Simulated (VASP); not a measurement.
# C (Fd-3m) in VASP: further runs

C is run at these levels: LDA; tasks: single point, relaxation of cell and atoms.

Everything below comes from runs of VASP 6.6.1. Logs are shortened: lines on timing, memory, paths and dates and some standing lists are left out, and cuts for length are marked.

### 1 The cell of the first run

It takes space group Fd-3m (No. 227, cubic). The conventional cell has a = 3.531 Å, b = 3.531 Å, c = 3.531 Å, α = 90.00°, β = 90.00°, γ = 90.00°. Within 2.0 Å of C (site symmetry -43m) lie 4 C at 1.53 Å.

### 2 Single point, LDA

INCAR

```
SYSTEM = C
ALGO = Normal
EDIFF = 1E-6
ENCUT = 600
GGA = CA
GGA_COMPAT = .FALSE.
ISIF = 2
ISMEAR = 0
LASPH = .TRUE.
LCHARG = .TRUE.
LELF = .TRUE.
LREAL = .FALSE.
LVHAR = .TRUE.
LWAVE = .FALSE.
NBANDS = 11
NELM = 120
PREC = Accurate
SIGMA = 0.02
```

KPOINTS

```
k-points
0
G
  8 8 8
  0 0 0
```

POSCAR

```
C
1.0
    0.0000000000      1.7657489861      1.7657489861
    1.7657489861      0.0000000000      1.7657489861
    1.7657489861      1.7657489861      0.0000000000
C
2
Direct
    0.5000000000      0.5000000000      0.5000000000
    0.7500000000      0.7500000000      0.7500000000
```

Potentials or basis: VASP PAW LDA potentials, release 64 (C).

Run with:

```bash
cat potpaw_LDA.64/C/POTCAR > POTCAR
mpirun -np 1 vasp_std > vasp.out
```

OUTCAR:

```text
SYSTEM = C
   EDIFF = 1E-6
   ENCUT = 600
   GGA = CA
   ISIF = 2
   ISMEAR = 0
   LASPH = .TRUE.
   LREAL = .FALSE.
   NELM = 120
   PREC = Accurate

 ion  position               nearest neighbor table
   1  0.500  0.500  0.500-   2 1.53   2 1.53   2 1.53   2 1.53
   2  0.750  0.750  0.750-   1 1.53   1 1.53   1 1.53   1 1.53

  LATTYP: Found a face centered cubic cell.
 ALAT       =     3.5314979722

  Lattice vectors:

 A1 = (   0.0000000000,   1.7657489861,   1.7657489861)
 A2 = (   1.7657489861,   0.0000000000,   1.7657489861)
 A3 = (   1.7657489861,   1.7657489861,   0.0000000000)

Analysis of symmetry for initial positions (statically):
=====================================================================
 Subroutine PRICEL returns:
 Original cell was already a primitive cell.

 Routine SETGRP: Setting up the symmetry group for a
 face centered cubic supercell.

 Subroutine GETGRP returns: Found 48 space group operations
 (whereof 24 operations were pure point group operations)
 out of a pool of 48 trial point group operations.

The static configuration has the point symmetry T_d .
 The point group associated with its full space group is O_h .

Analysis of symmetry for dynamics (positions and initial velocities):
=====================================================================
 Subroutine PRICEL returns:
 Original cell was already a primitive cell.

 Routine SETGRP: Setting up the symmetry group for a
 face centered cubic supercell.

 Subroutine GETGRP returns: Found 48 space group operations
 (whereof 24 operations were pure point group operations)
 out of a pool of 48 trial point group operations.

The dynamic configuration has the point symmetry T_d .
 The point group associated with its full space group is O_h .

 Subroutine INISYM returns: Found 48 space group operations
 (whereof 24 operations are pure point group operations),
 and found     1 'primitive' translations

----------------------------------------------------------------------------------------

                                     Primitive cell

  volume of cell :      11.0107

  direct lattice vectors                    reciprocal lattice vectors
     0.000000000  1.765748986  1.765748986    -0.283165956  0.283165956  0.283165956
     1.765748986  0.000000000  1.765748986     0.283165956 -0.283165956  0.283165956
[... 91 lines left out ...]
   ISIF   =      2    stress and relaxation
   ISYM   =      2    0-nonsym 1-usesym 2-fastsym
   POTIM  = 0.5000    time-step for ionic-motion
   TEBEG  =    0.0;   TEEND  =   0.0 temperature during run
   PSTRESS=    0.0 pullay stress
   NELECT =       8.0000    total number of electrons
   NUPDOWN=      -1.0000    fix difference up-down
   EMIN   =  10.00;   EMAX   =-10.00  energy-range for DOS
   EFERMI =   0.00;   METHOD = LEGACY
   ISMEAR =     0;   SIGMA  =   0.02  broadening in eV -4-tet -1-fermi 0-gaus
   EFERMI_NEDOS =   21; number of points for ismear=-14 and -15
   IALGO  =     38    algorithm
   IMIX   =      4    mixing-type and parameters
     AMIX     =   0.40;   BMIX     =  1.00
     AMIX_MAG =   1.60;   BMIX_MAG =  1.00
  volume/ion in A,a.u.               =       5.51        37.15
  Fermi-wavevector in a.u.,A,eV,Ry     =   1.471745  2.781195 29.470667  2.166033
  Thomas-Fermi vector in A             =   2.586844
   LORBIT       =      0    0 simple, 1 ext, 2 COOP (PROOUT), +10 PAW based schemes
   GGA     = CA    functional components
   LHFCALC =     F    Hartree Fock is set to
   AEXX    =    0.0000 exact exchange contribution
   IVDW    =     0    specifies the selected vdW correction
   LEPSILON=     F    determine dielectric tensor
   LRPA    =     F    only Hartree local field effects (RPA)
 non-spin polarized calculation
 Gauss-broadening in eV      SIGMA  =   0.02
  energy-cutoff  :      600.00
  volume of cell :       11.01
 maximum number of plane-waves:       380
   NGX =  9   NGY =  9   NGZ =  9

 number of electron       7.9999998 magnetization

 Free energy of the ion-electron system (eV)
  ---------------------------------------------------
  ext. energy  EPLUGINS =         0.00000000
  ---------------------------------------------------
  free energy    TOTEN  =       -20.25120937 eV

  energy without entropy =      -20.25120937  energy(sigma->0) =      -20.25120937

 E-fermi :  10.3035     XC(G=0): -13.6441

 val. band max:       10.1630625720   @ k =   0.0000   0.0000   0.0000
 cond. band min:      14.3344428198   @ k =   0.3750   0.3750   0.0000
 fundamental gap:      4.1713802478
 Fermi energy:        10.3035399246

 k-point     1 :       0.0000    0.0000    0.0000
  band No.  band energies     occupation
      1     -11.5560      2.00000
      2      10.1631      2.00000
      3      10.1631      2.00000
      4      10.1631      2.00000
      5      15.7897      0.00000
      6      15.7897      0.00000
      7      15.7897      0.00000
      8      24.4055      0.00000
      9      29.5625      0.00000
     10      37.1300      0.00000
     11      37.1300      0.00000
[... 309 lines left out ...]
 k-point    24 :      -0.3750    0.2500    0.1250
  band No.  band energies     occupation
      1      -4.5230      2.00000
      2      -2.4625      2.00000
      3       3.7719      2.00000
      4       5.3345      2.00000
      5      18.4340      0.00000
      6      19.8694      0.00000
      7      23.6104      0.00000
      8      25.2429      0.00000
      9      28.4902      0.00000
     10      34.3364      0.00000
     11      36.7313      0.00000

 [... further k-points ...]

------------------------ aborting loop because EDIFF is reached ----------------------------------------

  FORCE on cell =-STRESS in cart. coord.  units (eV):
  Direction    XX          YY          ZZ          XY          YZ          ZX
  --------------------------------------------------------------------------------------
  -------------------------------------------------------------------------------------
  Total        0.0644331      0.0644331      0.0644331     -0.0000000     -0.0000000      0.0000000
  in kB        9.3756754      9.3756754      9.3756754     -0.0000000     -0.0000000      0.0000000
  external PRESSURE =       9.3756754 kB  Pullay stress =       0.0000000 kB

 VOLUME and BASIS-vectors are now :
 -----------------------------------------------------------------------------
  energy-cutoff  :      600.00
  volume of cell :       11.01
      direct lattice vectors                 reciprocal lattice vectors
     0.000000000  1.765748986  1.765748986    -0.283165956  0.283165956  0.283165956
     1.765748986  0.000000000  1.765748986     0.283165956 -0.283165956  0.283165956
     1.765748986  1.765748986  0.000000000     0.283165956  0.283165956 -0.283165956

 POSITION                                       TOTAL-FORCE (eV/Angst)
 -----------------------------------------------------------------------------------
      1.76575      1.76575      1.76575         0.000000      0.000000      0.000000
      2.64862      2.64862      2.64862        -0.000000     -0.000000     -0.000000
 -----------------------------------------------------------------------------------
    total drift:                                0.000000     -0.000000      0.000000

  FREE ENERGIE OF THE ION-ELECTRON SYSTEM (eV)
  ---------------------------------------------------
  free  energy   TOTEN  =       -20.2512093749 eV

  energy  without entropy=      -20.2512093749  energy(sigma->0) =      -20.25120937
```

OSZICAR:

```text
N       E                     dE             d eps       ncg     rms          rms(c)
DAV:   1     0.444897017675E+01    0.44490E+01   -0.51880E+03   654   0.792E+02
DAV:   2    -0.206717096863E+02   -0.25121E+02   -0.24296E+02   830   0.148E+02
DAV:   3    -0.211180282208E+02   -0.44632E+00   -0.44539E+00   746   0.157E+01
DAV:   4    -0.211188690899E+02   -0.84087E-03   -0.84085E-03   682   0.844E-01
DAV:   5    -0.211188702349E+02   -0.11449E-05   -0.11450E-05   743   0.298E-02    0.589E+00
DAV:   6    -0.204752446964E+02    0.64363E+00   -0.34465E-01   656   0.409E+00    0.341E+00
DAV:   7    -0.202513341503E+02    0.22391E+00   -0.40859E-01   677   0.446E+00    0.749E-01
DAV:   8    -0.202512241628E+02    0.10999E-03   -0.98943E-03   674   0.828E-01    0.292E-02
DAV:   9    -0.202512078879E+02    0.16275E-04   -0.38143E-05   728   0.485E-02    0.207E-02
DAV:  10    -0.202512094529E+02   -0.15650E-05   -0.22335E-06   669   0.125E-02    0.494E-03
DAV:  11    -0.202512093749E+02    0.78018E-07   -0.91795E-08   357   0.232E-03
   1 F= -.20251209E+02 E0= -.20251209E+02  d E =-.247943E-25
```

It took 2 s on 1 thread of Intel Xeon 6975P-C (Granite Rapids), shared host; peak memory 0.11 GiB.

Results:

| Quantity | Value |
| --- | --- |
| Free energy | -20.2512 eV |
| Pressure | 0.9 GPa |
| Band gap on the k mesh | 4.17 eV (least direct gap 5.63 eV) |

A k mesh can miss the band edges. As with any semilocal functional, this LDA gap is likely too small.

### 3 Relaxation of cell and atoms, LDA

INCAR

```
ALGO = Normal ; EDIFF = 1E-7
EDIFFG = -0.002 ; ENCUT = 600
GGA_COMPAT = False ; IBRION = 2
ISIF = 3 ; ISMEAR = 0
LASPH = True ; LCHARG = False
LREAL = False ; LWAVE = False
NELM = 120 ; NELMIN = 4
NSW = 100 ; PREC = Accurate
SIGMA = 0.02
```

KPOINTS

```
k-points
0
Gamma
  8 8 8
```

POSCAR is that of step 2.

Potentials or basis: VASP PAW LDA potentials, release 64 (C).

Run with:

```bash
cat potpaw_LDA.64/C/POTCAR > POTCAR
mpirun -np 1 vasp_std > vasp.out
```

Wall time 2.6 s (1 thread of Intel Xeon 6975P-C (Granite Rapids), shared host); peak memory 0.11 GiB.

Results (log left out):

- Free energy: -20.2513 eV
- Relaxed volume: 5.52 Å³/atom
- Relaxed cell: a = 2.499 Å, b = 2.499 Å, c = 2.499 Å, α = 60.00°, β = 60.00°, γ = 60.00°
- Space group after relaxing (to 0.1 Å): Fd-3m (No. 227)
- Energy gained by relaxing: 0.0 meV/atom
- Ionic steps: 3
- Pressure after relaxing: 0.0 GPa
- Band gap on the k mesh: 4.17 eV (least direct gap 5.62 eV)

Final structure:
```yaml
crystal:
  lattice:
    - [0.00000, 1.76694, 1.76694]
    - [1.76694, 0.00000, 1.76694]
    - [1.76694, 1.76694, 0.00000]
  atoms:
    - { symbol: C, position: [0.50000, 0.50000, 0.50000] }
    - { symbol: C, position: [0.75000, 0.75000, 0.75000] }
```

Levels at points of the mesh, in eV from the valence-band top:
```tsv
k point	band 1	band 2	band 3	band 4	band 5	band 6	band 7	band 8
(0.00, 0.00, 0.00)	-21.69	0.00	0.00	0.00	5.62	5.62	5.62	14.20
(0.50, 0.00, 0.00)	-15.69	-13.67	-2.86	-2.86	8.50	8.50	9.39	15.66
(0.50, 0.50, 0.00)	-12.81	-12.81	-6.46	-6.46	4.77	4.77	17.05	17.05
```

A k mesh can miss the band edges. A hybrid or GW would open this gap; LDA tends to underestimate it.

### 4 Relaxation of cell and atoms, LDA

This run uses another cell than the first one, of 5.67 Å³/atom.

INCAR

```
SYSTEM = C
ALGO     = Normal         ! electronic algorithm
EDIFF    = 1E-7           ! SCF threshold, eV
EDIFFG   = -0.05          ! ionic threshold
ENCUT    = 600            ! plane-wave cutoff, eV
GGA_COMPAT= .False.      
IBRION   = 2              ! ionic algorithm
ISIF     = 3              ! what is computed and relaxed
ISMEAR   = 0              ! smearing method
LASPH    = .True.         ! aspherical terms in the spheres
LCHARG   = .False.        ! write CHGCAR
LREAL    = .False.        ! projectors in reciprocal space
LWAVE    = .False.        ! write WAVECAR
NELM     = 120            ! most SCF steps
NELMIN   = 4            
NSW      = 100            ! ionic steps
PREC     = Accurate       ! precision mode
SIGMA    = 0.1            ! smearing width, eV
```

KPOINTS

```
k-points
0
Gamma
  10 10 10
  0 0 0
```

POSCAR

```
C
1.0
    0.0000000000      1.7834000000      1.7834000000
    1.7834000000      0.0000000000      1.7834000000
    1.7834000000      1.7834000000      0.0000000000
C
2
Direct
    0.5000000000      0.5000000000      0.5000000000
    0.7500000000      0.7500000000      0.7500000000
```

Potentials or basis: VASP PAW LDA potentials, release 64 (C).

Run with:

```bash
cat potpaw_LDA.64/C/POTCAR > POTCAR
mpirun -np 1 vasp_std > vasp.out
```

OUTCAR:

```text
SYSTEM = C
   EDIFF = 1E-7
   EDIFFG = -0.05
   ENCUT = 600
   IBRION = 2
   ISIF = 3
   ISMEAR = 0
   LASPH = .True.
   LREAL = .False.
   NELM = 120
   NELMIN = 4
   NSW = 100
   PREC = Accurate

 ion  position               nearest neighbor table
   1  0.500  0.500  0.500-   2 1.54   2 1.54   2 1.54   2 1.54
   2  0.750  0.750  0.750-   1 1.54   1 1.54   1 1.54   1 1.54

  LATTYP: Found a face centered cubic cell.
 ALAT       =     3.5668000000

  Lattice vectors:

 A1 = (   0.0000000000,   1.7834000000,   1.7834000000)
 A2 = (   1.7834000000,   0.0000000000,   1.7834000000)
 A3 = (   1.7834000000,   1.7834000000,   0.0000000000)

Analysis of symmetry for initial positions (statically):
=====================================================================
 Subroutine PRICEL returns:
 Original cell was already a primitive cell.

 Routine SETGRP: Setting up the symmetry group for a
 face centered cubic supercell.

 Subroutine GETGRP returns: Found 48 space group operations
 (whereof 24 operations were pure point group operations)
 out of a pool of 48 trial point group operations.

The static configuration has the point symmetry T_d .
 The point group associated with its full space group is O_h .

Analysis of symmetry for dynamics (positions and initial velocities):
[... 171 lines left out ...]
  external PRESSURE =    -123.8913859 kB  Pullay stress =       0.0000000 kB
[... 59 lines left out ...]
--------------------------------------- Ionic step        3  -------------------------------------------

 number of electron       7.9999998 magnetization

 Free energy of the ion-electron system (eV)
  ---------------------------------------------------
  ext. energy  EPLUGINS =         0.00000000
  ---------------------------------------------------
  free energy    TOTEN  =       -20.25377763 eV

  energy without entropy =      -20.25377763  energy(sigma->0) =      -20.25377763

 E-fermi :  10.6502     XC(G=0): -13.6341

 val. band max:       10.1315909635   @ k =   0.0000   0.0000   0.0000
 cond. band min:      14.3309974484   @ k =   0.4000   0.4000   0.0000
 fundamental gap:      4.1994064850
 Fermi energy:        10.6501831559

 k-point     1 :       0.0000    0.0000    0.0000
  band No.  band energies     occupation
      1     -11.5590      2.00000
      2      10.1316      2.00000
      3      10.1316      2.00000
      4      10.1316      2.00000
      5      15.7526      0.00000
      6      15.7526      0.00000
      7      15.7526      0.00000
      8      24.3259      0.00000
[... 243 lines left out ...]
 k-point    24 :       0.4000    0.3000    0.0000
  band No.  band energies     occupation
      1      -6.8815      2.00000
      2       2.1118      2.00000
      3       4.0034      2.00000
      4       4.6357      2.00000
      5      14.9662      0.00000
      6      18.1729      0.00000
      7      24.4003      0.00000
      8      24.5057      0.00000

 [... further k-points ...]

------------------------ aborting loop because EDIFF is reached ----------------------------------------

  FORCE on cell =-STRESS in cart. coord.  units (eV):
  Direction    XX          YY          ZZ          XY          YZ          ZX
  --------------------------------------------------------------------------------------
  -------------------------------------------------------------------------------------
  Total       -0.0074753     -0.0074753     -0.0074753      0.0000000      0.0000000      0.0000000
  in kB       -1.0854819     -1.0854819     -1.0854819      0.0000000      0.0000000      0.0000000
  external PRESSURE =      -1.0854819 kB  Pullay stress =       0.0000000 kB
[... 17 lines left out ...]
  FREE ENERGIE OF THE ION-ELECTRON SYSTEM (eV)
  ---------------------------------------------------
  free  energy   TOTEN  =       -20.2537776311 eV

  energy  without entropy=      -20.2537776311  energy(sigma->0) =      -20.25377763

 reached required accuracy - stopping structural energy minimisation
```

OSZICAR:

```text
N       E                     dE             d eps       ncg     rms          rms(c)
DAV:   1    -0.775272870903E+00   -0.77527E+00   -0.54551E+03   776   0.107E+03
DAV:   2    -0.209257788682E+02   -0.20151E+02   -0.19801E+02  1248   0.123E+02
DAV:   3    -0.210415496396E+02   -0.11577E+00   -0.11577E+00   792   0.120E+01
DAV:   4    -0.210417616323E+02   -0.21199E-03   -0.21199E-03  1088   0.549E-01
[... 18 lines left out ...]
DAV:   2    -0.202555947702E+02    0.47293E-02   -0.43426E-03   800   0.647E-01    0.297E-01
DAV:   3    -0.202537956973E+02    0.17991E-02   -0.40349E-03   784   0.497E-01    0.394E-02
DAV:   4    -0.202537863340E+02    0.93633E-05   -0.10435E-05   760   0.448E-02    0.292E-02
DAV:   5    -0.202537776287E+02    0.87053E-05   -0.13865E-06   872   0.167E-02    0.204E-03
DAV:   6    -0.202537776311E+02   -0.24307E-08   -0.12928E-08   544   0.138E-03
   3 F= -.20253778E+02 E0= -.20253778E+02  d E =-.123823E-01
```

CONTCAR:

```text
C
   1.00000000000000
    -0.0000000000000000    1.7669650849960845    1.7669650849960845
     1.7669650849960845   -0.0000000000000000    1.7669650849960845
     1.7669650849960845    1.7669650849960845   -0.0000000000000000
  C
     2
Direct
     0.5000000000000000    0.5000000000000000    0.5000000000000000
     0.7500000000000000    0.7500000000000000    0.7500000000000000

  0.00000000E+00  0.00000000E+00  0.00000000E+00
  0.00000000E+00  0.00000000E+00  0.00000000E+00
```

It took 4.1 s on 1 thread of Intel Xeon 6975P-C (Granite Rapids), shared host; peak memory 0.11 GiB.

Results:

```yaml
Free_energy: -20.2538 eV
Relaxed_volume: 5.52 Å³/atom
Relaxed_cell: a = 2.499 Å, b = 2.499 Å, c = 2.499 Å, α = 60.00°, β = 60.00°, γ = 60.00°
Space_group_after_relaxing_to_0.1_Å: Fd-3m (No. 227)
Energy_gained_by_relaxing: 6.2 meV/atom
Ionic_steps: 3
Pressure_after_relaxing: -0.1 GPa
Band_gap_on_the_k_mesh: 4.20 eV (least direct gap 5.62 eV)
```

The path:
| step | energy change (eV) | largest force (eV/Å) | pressure (GPa) | volume (Å³) |
| --- | --- | --- | --- | --- |
| 1 | 0.0000 | 0.0000 | -12.39 | 11.34 |
| 2 | 0.0090 | 0.0000 | 17.98 | 10.64 |
| 3 | -0.0124 | 0.0000 | -0.11 | 11.03 |

Final structure:
```cif
data_structure
_symmetry_space_group_name_H-M 'P 1'
_symmetry_Int_Tables_number 1
_cell_length_a 2.4989
_cell_length_b 2.4989
_cell_length_c 2.4989
_cell_angle_alpha 60.000
_cell_angle_beta 60.000
_cell_angle_gamma 60.000
_cell_volume 11.03
loop_
_atom_site_label
_atom_site_type_symbol
_atom_site_fract_x
_atom_site_fract_y
_atom_site_fract_z
_atom_site_occupancy
C1 C 0.50000 0.50000 0.50000 1
C2 C 0.75000 0.75000 0.75000 1
```

### 5 The runs side by side

| task | cell | k mesh | smearing | gap on the mesh (eV) | pressure (GPa) | relaxed volume (Å³/atom) |
| --- | --- | --- | --- | --- | --- | --- |
| single point | a = 2.497 Å, angles 60.0°, 2 atoms | 8 × 8 × 8 | gaussian 0.02 eV | 4.17 | 0.9 | - |
| relaxation of cell and atoms | relaxed from a = 2.497 Å, angles 60.0°, 2 atoms | 8 × 8 × 8 | gaussian 0.02 eV | 4.17 | 0.0 | 5.52 |
| relaxation of cell and atoms | relaxed from a = 2.522 Å, angles 60.0°, 2 atoms | 10 × 10 × 10 | gaussian 0.1 eV | 4.20 | -0.1 | 5.52 |

Alike in all rows: level LDA; potentials or basis VASP PAW LDA potentials, release 64 (C); no spin polarisation; cutoff (eV) 600.

Total energies depend on the potentials used, so only differences within one code and one set of settings carry meaning.
